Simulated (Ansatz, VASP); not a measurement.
## One calculation of BeSe5, two programs

```xyz
6
Lattice="3.2152 0.0000 0.0000 0.0000 3.2152 0.0000 0.0000 0.0000 11.5711" Properties=species:S:1:pos:R:3 pbc="T T T"
Be    1.6076    1.6076    0.0000
Se    1.6076    1.6076    3.9757
Se    1.6076    1.6076    7.5955
Se    0.0000    0.0000    1.2552
Se    0.0000    0.0000   10.3160
Se    0.0000    0.0000    5.7856
```

Change from the starting cell: species swapped into the Hf5Pb type (P4/mmm, No. 123).

Alike in both runs: functional PBE; k mesh 6 × 6 × 2; occupations gaussian, width 0.1 eV; no spin polarisation.

Ansatz relaxed the structure, and its values are those at the end. VASP's run is a single point on that final structure, the one shown.

|  | VASP | Ansatz |
| --- | --- | --- |
| version | VASP 6.6.1 | Ansatz 0.2.0 |
| potentials or method | VASP PAW PBE potentials, release 64 (Be, Se), cutoff 520 eV | scalar-relativistic, plane waves, PAW |
| valence electrons in the cell | 32 | 82 |

VASP gave:

```
gap on the k mesh at the Fermi level (eV) : none
pressure (GPa)                            : 0.1
rms of the force components (eV/Å)        : 0.009
```

Task: Which values does Ansatz return?

Result: gap on the k mesh at the Fermi level (eV): none; pressure (GPa): 0.0; rms of the force components (eV/Å): 0.004.

A gap of «none» marks a metal or a gap that the smearing closes. VASP's potentials hold 32 valence electrons a cell and Ansatz's 82, so a difference there can come from the potentials and not from the codes.
